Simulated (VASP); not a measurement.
# SnO2 (P4_2/mnm) in VASP: single point with PBE

Aim: the single point of SnO2 with PBE.

Everything below comes from runs of VASP 6.6.1. Logs are shortened: lines on timing, memory, paths and dates and some standing lists are left out, and cuts for length are marked.

## 1. The cell of the first run

The structure is tetragonal, space group P4_2/mnm (No. 136). Conventional cell: a = 4.827 Å, b = 4.827 Å, c = 3.238 Å, α = 90.00°, β = 90.00°, γ = 90.00°. Sn (site symmetry mmm) has 6 O at 2.09 Å within 2.8 Å. Within 2.8 Å of O (site symmetry m2m) lie 3 Sn at 2.09 Å and 1 O at 2.64 Å.

## 2. Single point, PBE

INCAR reads:

```
PREC = Accurate
ENCUT = 520
EDIFF = 1E-7
ISMEAR = 0
SIGMA = 0.01
LREAL = Auto
LASPH = T
NELM = 100
ALGO = Normal
ISIF = 2
LWAVE = F
LCHARG = T
GGA = PE
LELF = T
LVHAR = T
NBANDS = 238
```

KPOINTS reads:

```
Automatic mesh
0
Gamma
  2 2 2
  0.5 0.5 0.5
```

POSCAR reads:

```
SnO2
1.0
   -4.8274195328     -4.8274195328      6.4761384858
   -4.8274195328      4.8274195328     -6.4761384858
    4.8274195328     -4.8274195328     -6.4761384858
Sn O
16 32
Direct
    0.5000000000      0.0000000000      0.5000000000
    0.5000000000      0.7500000000      0.2500000000
    0.5000000000      0.5000000000      0.0000000000
    0.5000000000      0.2500000000      0.7500000000
    0.0000000000      0.0000000000      0.0000000000
    0.0000000000      0.7500000000      0.7500000000
    0.0000000000      0.5000000000      0.5000000000
    0.0000000000      0.2500000000      0.2500000000
    0.0000000000      0.3750000000      0.8750000000
    0.0000000000      0.1250000000      0.6250000000
    0.0000000000      0.8750000000      0.3750000000
    0.0000000000      0.6250000000      0.1250000000
    0.5000000000      0.3750000000      0.3750000000
    0.5000000000      0.1250000000      0.1250000000
    0.5000000000      0.8750000000      0.8750000000
    0.5000000000      0.6250000000      0.6250000000
    0.1934557300      0.3467278650      0.8467278650
    0.1934557300      0.0967278650      0.5967278650
    0.1934557300      0.8467278650      0.3467278650
    0.1934557300      0.5967278650      0.0967278650
    0.6934557300      0.3467278650      0.3467278650
    0.6934557300      0.0967278650      0.0967278650
    0.6934557300      0.8467278650      0.8467278650
    0.6934557300      0.5967278650      0.5967278650
    0.0000000000      0.5282721350      0.7217278650
    0.0000000000      0.2782721350      0.4717278650
    0.0000000000      0.0282721350      0.2217278650
    0.0000000000      0.7782721350      0.9717278650
    0.5000000000      0.5282721350      0.2217278650
    0.5000000000      0.2782721350      0.9717278650
    0.5000000000      0.0282721350      0.7217278650
    0.5000000000      0.7782721350      0.4717278650
    0.8065442700      0.4032721350      0.9032721350
    0.8065442700      0.1532721350      0.6532721350
    0.8065442700      0.9032721350      0.4032721350
    0.8065442700      0.6532721350      0.1532721350
    0.3065442700      0.4032721350      0.4032721350
    0.3065442700      0.1532721350      0.1532721350
    0.3065442700      0.9032721350      0.9032721350
    0.3065442700      0.6532721350      0.6532721350
    0.0000000000      0.2217278650      0.0282721350
    0.0000000000      0.9717278650      0.7782721350
    0.0000000000      0.7217278650      0.5282721350
    0.0000000000      0.4717278650      0.2782721350
    0.5000000000      0.2217278650      0.5282721350
    0.5000000000      0.9717278650      0.2782721350
    0.5000000000      0.7217278650      0.0282721350
    0.5000000000      0.4717278650      0.7782721350
```

Potentials or basis: VASP PAW PBE potentials, release 64 (Sn_d, O).

Started as:

```bash
$ cat potpaw_PBE.64/Sn_d/POTCAR potpaw_PBE.64/O/POTCAR > POTCAR
$ mpirun -np 1 vasp_std > vasp.out
```

OUTCAR:

```text
PREC = Accurate
   ENCUT = 520
   EDIFF = 1E-7
   ISMEAR = 0
   LREAL = Auto
   LASPH = T
   NELM = 100
   ISIF = 2
   GGA = PE

 ion  position               nearest neighbor table
   1  0.500  0.000  0.500-  31 2.09  32 2.09  45 2.09  46 2.09  19 2.09  34 2.09   2 3.24   4 3.24

   2  0.500  0.750  0.250-  29 2.09  32 2.09  46 2.09  47 2.09  20 2.09  35 2.09   1 3.24   3 3.24

   3  0.500  0.500  0.000-  29 2.09  30 2.09  47 2.09  48 2.09  17 2.09  36 2.09   2 3.24   4 3.24

   4  0.500  0.250  0.750-  30 2.09  31 2.09  45 2.09  48 2.09  18 2.09  33 2.09   1 3.24   3 3.24

   5  0.000  0.000  0.000-  27 2.09  28 2.09  41 2.09  42 2.09  23 2.09  38 2.09   6 3.24   8 3.24

   6  0.000  0.750  0.750-  25 2.09  28 2.09  42 2.09  43 2.09  24 2.09  39 2.09   5 3.24   7 3.24
[... 51 lines left out ...]
  47  0.500  0.722  0.028-   2 2.09   3 2.09  15 2.09
  48  0.500  0.472  0.778-   3 2.09   4 2.09  16 2.09

  LATTYP: Found a body centered tetragonal cell.
 ALAT       =     9.6548390656
 C/A-ratio  =     1.3415321461

  Lattice vectors:

 A1 = (   4.8274195328,  -4.8274195328,   6.4761384858)
 A2 = (  -4.8274195328,   4.8274195328,   6.4761384858)
 A3 = (  -4.8274195328,  -4.8274195328,  -6.4761384858)

Analysis of symmetry for initial positions (statically):
=====================================================================
 Subroutine PRICEL returns following result:

  LATTYP: Found a simple tetragonal cell.
 ALAT       =     4.8274195328
 C/A-ratio  =     0.6707660730

  Lattice vectors:

 A1 = (   0.0000000000,   4.8274195328,   0.0000000000)
 A2 = (   4.8274195328,   0.0000000000,   0.0000000000)
 A3 = (   0.0000000000,   0.0000000000,  -3.2380692429)

   8 primitive cells build up your supercell.

 Routine SETGRP: Setting up the symmetry group for a
 body centered tetragonal supercell.

 Subroutine GETGRP returns: Found 16 space group operations
 (whereof  8 operations were pure point group operations)
 out of a pool of 16 trial point group operations.

The static configuration has the point symmetry D_2h.
 The point group associated with its full space group is D_4h.

Analysis of symmetry for dynamics (positions and initial velocities):
=====================================================================
 Subroutine PRICEL returns following result:

  LATTYP: Found a simple tetragonal cell.
 ALAT       =     4.8274195328
 C/A-ratio  =     0.6707660730

  Lattice vectors:

 A1 = (   0.0000000000,   4.8274195328,   0.0000000000)
 A2 = (   4.8274195328,   0.0000000000,   0.0000000000)
 A3 = (   0.0000000000,   0.0000000000,  -3.2380692429)

   8 primitive cells build up your supercell.

 Routine SETGRP: Setting up the symmetry group for a
 body centered tetragonal supercell.

 Subroutine GETGRP returns: Found 16 space group operations
 (whereof  8 operations were pure point group operations)
 out of a pool of 16 trial point group operations.

The dynamic configuration has the point symmetry D_2h.
 The point group associated with its full space group is D_4h.

 Subroutine INISYM returns: Found 16 space group operations
 (whereof  8 operations are pure point group operations),
 and found     8 'primitive' translations

----------------------------------------------------------------------------------------

                                     Primitive cell

  volume of cell :      75.4599

  direct lattice vectors                    reciprocal lattice vectors
     0.000000000  4.827419533  0.000000000     0.000000000  0.207150009  0.000000000
     4.827419533  0.000000000  0.000000000     0.207150009  0.000000000  0.000000000
     0.000000000  0.000000000 -3.238069243     0.000000000  0.000000000 -0.308826009

  length of vectors
     4.827419533  4.827419533  3.238069243     0.207150009  0.207150009  0.308826009

  position of ions in fractional coordinates (direct lattice)
     0.000000000  0.000000000  0.000000000
     0.500000000  0.500000000  0.500000000
     0.306544270  0.306544270  0.000000000
     0.806544270  0.193455730  0.500000000
     0.693455730  0.693455730  0.000000000
     0.193455730  0.806544270  0.500000000

  ion indices of the primitive-cell ions
   primitive index   ion index
                 1           1
                 2          15
                 3          18
                 4          31
                 5          35
                 6          46

----------------------------------------------------------------------------------------

 KPOINTS: Automatic mesh

Automatic generation of k-mesh.
 Grid dimensions read from file:
 generate k-points for:    2    2    2

 Generating k-lattice:

  Cartesian coordinates                     Fractional coordinates (reciprocal lattice)
    -0.051787502 -0.051787502  0.000000000     0.500000000  0.000000000  0.000000000
    -0.051787502  0.000000000 -0.038603251     0.000000000  0.500000000  0.000000000
     0.000000000 -0.051787502 -0.038603251     0.000000000  0.000000000  0.500000000

  Length of vectors
     0.073238588  0.064592232  0.064592232

  Shift w.r.t. Gamma in fractional coordinates (k-lattice)
     0.500000000  0.500000000  0.500000000

 Subroutine IBZKPT returns following result:
 ===========================================

 Found      3 irreducible k-points:

 Following reciprocal coordinates:
            Coordinates               Weight
  0.250000  0.250000  0.250000      2.000000
 -0.250000  0.250000  0.250000      2.000000
  0.250000 -0.250000  0.250000      4.000000
   k-points           NKPTS =      3   k-points in BZ     NKDIM =      3   number of bands    NBANDS=    238
   number of dos      NEDOS =    301   number of ions     NIONS =     48
   total plane-waves  NPLWV = 343000
   dimension x,y,z NGX =    70 NGY =   70 NGZ =   70
   dimension x,y,z NGXF=   140 NGYF=  140 NGZF=  140
   ions per type =              16  32
   NGX,Y,Z   is equivalent  to a cutoff of  12.37, 12.37, 12.37 a.u.
   NGXF,Y,Z  is equivalent  to a cutoff of  24.73, 24.73, 24.73 a.u.
 SYSTEM =  unknown system
   PREC   = accura    normal or accurate (medium, high low for compatibility)
   ISTART =      0    job   : 0-new  1-cont  2-samecut
   ICHARG =      2    charge: 1-file 2-atom 10-const
   ISPIN  =      1    spin polarized calculation?
   LNONCOLLINEAR =      F non collinear calculations
   LSORBIT =      F    spin-orbit coupling
   LASPH  =      T    aspherical Exc in radial PAW
   ENCUT  =  520.0 eV  38.22 Ry    6.18 a.u.  17.50 17.50 17.50*2*pi/ulx,y,z
   NELM   =    100;   NELMIN=  2; NELMDL= -5     # of ELM steps
   EDIFF  = 0.1E-06   stopping-criterion for ELM
   LREAL  =      T    real-space projection
   EDIFFG = 0.1E-05   stopping-criterion for IOM
   NSW    =      0    number of steps for IOM
   IBRION =     -1    ionic relax: 0-MD 1-quasi-New 2-CG
   NFREE  =      0    steps in history (QN), initial steepest desc. (CG)
   ISIF   =      2    stress and relaxation
   ISYM   =      2    0-nonsym 1-usesym 2-fastsym
   POTIM  = 0.5000    time-step for ionic-motion
   TEBEG  =    0.0;   TEEND  =   0.0 temperature during run
   PSTRESS=    0.0 pullay stress
   NELECT =     416.0000    total number of electrons
   NUPDOWN=      -1.0000    fix difference up-down
   EMIN   =  10.00;   EMAX   =-10.00  energy-range for DOS
   EFERMI =   0.00;   METHOD = LEGACY
   ISMEAR =     0;   SIGMA  =   0.01  broadening in eV -4-tet -1-fermi 0-gaus
   EFERMI_NEDOS =   21; number of points for ismear=-14 and -15
   IALGO  =     38    algorithm
   IMIX   =      4    mixing-type and parameters
     AMIX     =   0.40;   BMIX     =  1.00
     AMIX_MAG =   1.60;   BMIX_MAG =  1.00
  volume/ion in A,a.u.               =      12.58        84.87
  Fermi-wavevector in a.u.,A,eV,Ry     =   1.446007  2.732558 28.448934  2.090938
  Thomas-Fermi vector in A             =   2.564125
   LORBIT       =      0    0 simple, 1 ext, 2 COOP (PROOUT), +10 PAW based schemes
   GGA     = PE    functional components
   LHFCALC =     F    Hartree Fock is set to
   AEXX    =    0.0000 exact exchange contribution
   IVDW    =     0    specifies the selected vdW correction
   LEPSILON=     F    determine dielectric tensor
   LRPA    =     F    only Hartree local field effects (RPA)
 non-spin polarized calculation
 Gauss-broadening in eV      SIGMA  =   0.01
  energy-cutoff  :      520.00
  volume of cell :      603.68
 maximum number of plane-waves:     16292
 NGX is ok and might be reduce to    70
   NGX = 35   NGY = 35   NGZ = 35

 number of electron     415.9999981 magnetization

 Free energy of the ion-electron system (eV)
  ---------------------------------------------------
  ext. energy  EPLUGINS =         0.00000000
  ---------------------------------------------------
  free energy    TOTEN  =      -298.54746255 eV

  energy without entropy =     -298.54746255  energy(sigma->0) =     -298.54746255

 E-fermi :   5.5069     XC(G=0): -10.9762

 val. band max:        5.4130141438   @ k =  -0.2500   0.2500   0.2500
 cond. band min:       7.2130379308   @ k =  -0.2500   0.2500   0.2500
 fundamental gap:      1.8000237870
 Fermi energy:         5.5068928091

 k-point     1 :       0.2500    0.2500    0.2500
  band No.  band energies     occupation
      1     -15.3768      2.00000
      2     -15.3768      2.00000
      3     -15.3767      2.00000
      4     -15.3767      2.00000
      5     -15.3191      2.00000
      6     -15.3191      2.00000
[... 212 lines left out ...]
    219      10.7217      0.00000
    220      10.7217      0.00000

 k-point     2 :      -0.2500    0.2500    0.2500
  band No.  band energies     occupation
      1     -15.4389      2.00000
      2     -15.3753      2.00000
      3     -15.3753      2.00000
      4     -15.3753      2.00000
      5     -15.3753      2.00000
      6     -15.2166      2.00000
[... 212 lines left out ...]
    219      11.1297      0.00000
    220      11.1297      0.00000

 k-point     3 :       0.2500   -0.2500    0.2500
  band No.  band energies     occupation
      1     -15.4206      2.00000
      2     -15.3833      2.00000
      3     -15.3832      2.00000
      4     -15.3789      2.00000
      5     -15.3788      2.00000
      6     -15.2712      2.00000
[... 212 lines left out ...]
    219      10.4646      0.00000
    220      10.7156      0.00000
 [bands above 220 left out]

------------------------ aborting loop because EDIFF is reached ----------------------------------------

  FORCE on cell =-STRESS in cart. coord.  units (eV):
  Direction    XX          YY          ZZ          XY          YZ          ZX
  --------------------------------------------------------------------------------------
  -------------------------------------------------------------------------------------
  Total        1.8829979      1.8829979      2.9584513      0.0000000      0.0000000      0.0000000
  in kB        4.9975163      4.9975163      7.8517923      0.0000000      0.0000000      0.0000000
  external PRESSURE =       5.9489416 kB  Pullay stress =       0.0000000 kB

 VOLUME and BASIS-vectors are now :
 -----------------------------------------------------------------------------
  energy-cutoff  :      520.00
  volume of cell :      603.68
      direct lattice vectors                 reciprocal lattice vectors
    -4.827419533 -4.827419533  6.476138486    -0.103575005 -0.103575005  0.000000000
    -4.827419533  4.827419533 -6.476138486    -0.103575005  0.000000000 -0.077206502
     4.827419533 -4.827419533 -6.476138486     0.000000000 -0.103575005 -0.077206502

 POSITION                                       TOTAL-FORCE (eV/Angst)
 -----------------------------------------------------------------------------------
      0.00000     -4.82742      0.00000         0.000000     -0.000000     -0.000000
     -4.82742     -0.00000     -3.23807         0.000000     -0.000000     -0.000000
     -4.82742      0.00000      0.00000         0.000000     -0.000000     -0.000000
      0.00000     -4.82742     -3.23807         0.000000     -0.000000     -0.000000
      0.00000      0.00000      0.00000         0.000000     -0.000000     -0.000000
      0.00000      0.00000     -9.71421         0.000000     -0.000000     -0.000000
[... 40 lines left out ...]
     -5.76131      0.93389     -1.61903        -0.008543      0.008543     -0.000000
     -0.93389     -3.89353     -4.85710        -0.008543      0.008543     -0.000000
 -----------------------------------------------------------------------------------
    total drift:                               -0.000000      0.000000     -0.000000

  FREE ENERGIE OF THE ION-ELECTRON SYSTEM (eV)
  ---------------------------------------------------
  free  energy   TOTEN  =      -298.5474625486 eV

  energy  without entropy=     -298.5474625486  energy(sigma->0) =     -298.54746255
```

Wall time 11 min (1 thread of Intel Xeon 6975P-C (Granite Rapids), shared host); peak memory 0.82 GiB.

What came out:

```
Free energy            : -298.5475 eV
Pressure               : 0.6 GPa
Largest force          : 0.012 eV/Å
Band gap on the k mesh : 1.80 eV
```

Forces in eV/Å, atoms in the order of the input:
```
Sn   0.000  0.000  0.000
Sn   0.000  0.000  0.000
Sn   0.000  0.000  0.000
Sn   0.000  0.000  0.000
Sn   0.000  0.000  0.000
Sn   0.000  0.000  0.000
Sn   0.000  0.000  0.000
Sn   0.000  0.000  0.000
Sn   0.000  0.000  0.000
Sn   0.000  0.000  0.000
Sn   0.000  0.000  0.000
Sn   0.000  0.000  0.000
Sn   0.000  0.000  0.000
Sn   0.000  0.000  0.000
Sn   0.000  0.000  0.000
Sn   0.000  0.000  0.000
O   -0.009 -0.009  0.000
O   -0.009 -0.009  0.000
O   -0.009 -0.009  0.000
O   -0.009 -0.009  0.000
O   -0.009 -0.009  0.000
O   -0.009 -0.009  0.000
O   -0.009 -0.009  0.000
O   -0.009 -0.009  0.000
O    0.009 -0.009  0.000
O    0.009 -0.009  0.000
O    0.009 -0.009  0.000
O    0.009 -0.009  0.000
O    0.009 -0.009  0.000
O    0.009 -0.009  0.000
O    0.009 -0.009  0.000
O    0.009 -0.009  0.000
O    0.009  0.009  0.000
O    0.009  0.009  0.000
O    0.009  0.009  0.000
O    0.009  0.009  0.000
O    0.009  0.009  0.000
O    0.009  0.009  0.000
O    0.009  0.009  0.000
O    0.009  0.009  0.000
O   -0.009  0.009  0.000
O   -0.009  0.009  0.000
O   -0.009  0.009  0.000
O   -0.009  0.009  0.000
O   -0.009  0.009  0.000
O   -0.009  0.009  0.000
O   -0.009  0.009  0.000
O   -0.009  0.009  0.000
```

Caveat: spin-orbit coupling is left out, which moves the levels of the heavy elements; a shifted mesh leaves out Γ, where band edges can lie.
